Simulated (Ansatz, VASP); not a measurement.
Two plane-wave programs on CoO

INCAR

```
SYSTEM = CoO
  PREC = Accurate
  ENCUT = 520
  EDIFF = 1E-6
  ISMEAR = -1
  SIGMA = 0.05
  LREAL = .FALSE.
  LASPH = .TRUE.
  NELM = 100
  ALGO = Fast
  ISIF = 2
  LWAVE = .FALSE.
  LCHARG = .FALSE.
  ISPIN = 2
  MAGMOM = 2 -2 0 0
  LORBIT = 11
  LMAXMIX = 4
  GGA = PE
```

Contents of KPOINTS:

```
Automatic mesh
0
G
  8 8 8
  0 0 0
```

File POSCAR:

```
CoO
1.0
   -1.4142300000      2.4495100000      2.7217200000
    2.8284500000      0.0000000000      2.7217200000
    1.4142200000      2.4495100000      0.0000000000
Co O
2 2
Direct
    0.2500000000      0.2500000000      0.7500000000
    0.7500000000      0.7500000000      0.2500000000
    0.8333300000      0.1666700000      0.5000000000
    0.3333300000      0.6666700000      0.0000000000
```

Contents of input.yaml:

```yaml
crystal:
  lattice:
    - [-1.41423, 2.44951, 2.72172]
    - [2.82845, 0.0, 2.72172]
    - [1.41422, 2.44951, 0.0]
  atoms:
    - { symbol: Co, position: [0.25, 0.25, 0.75], spin: 3.5 }
    - { symbol: Co, position: [0.75, 0.75, 0.25], spin: -3.5 }
    - { symbol: O, position: [0.83333, 0.16667, 0.5] }
    - { symbol: O, position: [0.33333, 0.66667, 0.0] }
hamiltonian:
  xc: pbe
  pseudopotentials: { kind: paw }
magnetization:
  spin_polarized: true
kpoints:
  mp_grid: { grid: [8, 8, 8] }
scf:
  occupations: { method: fermi_dirac, width: 0.05 }
output:
  forces: true
  stress: true
  eigenvalues: true
  write_density: true
  write_potential: true
  elf: true
  volumetric_format: npy
```

Alike in both runs: task single point; functional PBE; k mesh 8 × 8 × 8; occupations fermi-dirac, width 0.05 eV; collinear spin, antiferromagnetic start.

|  | VASP | Ansatz |
| --- | --- | --- |
| version | VASP 6.6.1 | Ansatz 0.2.0 |
| potentials or method | VASP PAW PBE potentials, release 64 (Co, O) | Ansatz PAW |
| plane-wave cutoff (eV) | 520 | 420 |
| valence electrons in the cell | 30 | 46 |

VASP gave:

```
gap on the k mesh at the Fermi level (eV)                     : none
pressure (GPa)                                                : 0.7
traceless stress, the component that is largest in VASP (GPa) : -4.49
rms of the force components (eV/Å)                            : 0.169
net moment per atom (μB)                                      : 0.00
size of the moment on the site where the two differ most (μB) : 2.35
```

Q: Which values does Ansatz return?

A: gap on the k mesh at the Fermi level (eV): none; pressure (GPa): 1.2; traceless stress, the component that is largest in VASP (GPa): -4.57; rms of the force components (eV/Å): 0.161; net moment per atom (μB): 0.00; size of the moment on the site where the two differ most (μB): 2.29.

Site moments also hang on the region over which each program counts them. Atom by atom the forces differ by 0.008 eV/Å (rms over components). A gap of «none» marks a metal or a gap that the smearing closes. VASP's potentials hold 30 valence electrons a cell and Ansatz's 46, so a difference there can come from the potentials and not from the codes.
